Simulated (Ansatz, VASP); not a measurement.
**Two plane-wave programs on Al3GaN4**

The input INCAR:

```
PREC = Accurate ; ENCUT = 520
EDIFF = 1E-6 ; ISMEAR = 0
SIGMA = 0.05 ; LREAL = Auto
LASPH = True ; NELM = 60
ALGO = Normal ; ISIF = 2
LWAVE = False ; LCHARG = True
GGA = PS ; LELF = True
LVHAR = True ; NBANDS = 56
```

Contents of KPOINTS:

```
Automatic mesh
0
Gamma
  5 7 2
```

Contents of POSCAR:

```
Al3GaN4
1.0
   -5.0434079721      0.0000000000     -0.0001149904
    0.0000000000     -3.1300738967      0.0000000000
   -2.5281765004      0.0000000000     10.8359263942
Al Ga N
6 2 8
Direct
    0.1455875668      0.5000000000      0.7083647831
    0.3955875667      0.5000000000      0.2083647831
    0.9780278980      0.5000000000      0.0421027963
    0.7280278980      0.5000000000      0.5421027963
    0.6036387756      1.0000000000      0.7905463175
    0.8536387756      1.0000000000      0.2905463175
    0.0216780613      1.0000000000      0.9578004507
    0.2716780612      1.0000000000      0.4578004507
    0.4098952126      1.0000000000      0.9578646251
    0.6598952126      1.0000000000      0.4578646251
    0.5234062100      0.5000000000      0.7082789324
    0.7734062100      0.5000000000      0.2082789324
    0.3524784319      0.5000000000      0.0447961772
    0.1024784319      0.5000000000      0.5447961772
   -0.0171114060      1.0000000000      0.7878464176
    0.2328885940      1.0000000000      0.2878464176
```

Input for Ansatz:

```yaml
crystal:
  lattice:
    - [-5.0434079721, 0.0, -0.0001149904]
    - [0.0, -3.1300738967, 0.0]
    - [-2.5281765004, 0.0, 10.8359263942]
  atoms:
    - { symbol: Al, position: [0.1455875668, 0.5, 0.7083647831] }
    - { symbol: Al, position: [0.3955875667, 0.5, 0.2083647831] }
    - { symbol: Al, position: [0.978027898, 0.5, 0.0421027963] }
    - { symbol: Al, position: [0.728027898, 0.5, 0.5421027963] }
    - { symbol: Al, position: [0.6036387756, 1.0, 0.7905463175] }
    - { symbol: Al, position: [0.8536387756, 1.0, 0.2905463175] }
    - { symbol: Ga, position: [0.0216780613, 1.0, 0.9578004507] }
    - { symbol: Ga, position: [0.2716780612, 1.0, 0.4578004507] }
    - { symbol: "N", position: [0.4098952126, 1.0, 0.9578646251] }
    - { symbol: "N", position: [0.6598952126, 1.0, 0.4578646251] }
    - { symbol: "N", position: [0.52340621, 0.5, 0.7082789324] }
    - { symbol: "N", position: [0.77340621, 0.5, 0.2082789324] }
    - { symbol: "N", position: [0.3524784319, 0.5, 0.0447961772] }
    - { symbol: "N", position: [0.1024784319, 0.5, 0.5447961772] }
    - { symbol: "N", position: [-0.017111406, 1.0, 0.7878464176] }
    - { symbol: "N", position: [0.232888594, 1.0, 0.2878464176] }
basis:
  ecutwfc: 420
kpoints:
  mp_grid: { grid: [5, 7, 2] }
hamiltonian:
  xc: pbesol
scf:
  occupations: { method: gaussian, width: 0.05 }
output:
  forces: true
  stress: true
  eigenvalues: true
```

Alike in both runs: task single point; functional PBEsol; k mesh 5 × 7 × 2; occupations gaussian, width 0.05 eV; no spin polarisation.

```csv
,VASP,Ansatz
version,VASP 6.6.1,Ansatz 0.2.0
potentials or method,"VASP PAW PBE potentials, release 64 (Al, Ga_d, N), cutoff 520 eV","scalar-relativistic, plane waves, PAW"
valence electrons in the cell,84,84
```

|  | VASP | Ansatz | Ansatz less VASP |
| --- | --- | --- | --- |
| gap on the k mesh at the Fermi level (eV) | 1.34 | 1.33 | -0.005 |
| least direct gap on the mesh (eV) | 1.34 | 1.34 | -0.005 |
| pressure (GPa) | 17.4 | 17.0 | -0.32 |
| traceless stress, the component that is largest in VASP (GPa) | 16.62 | 16.16 | -0.460 |
| rms of the force components (eV/Å) | 3.227 | 3.168 | -0.0590 |

VASP's potentials were made for PBE, not for PBEsol. Atom by atom the forces differ by 0.061 eV/Å (rms over components).
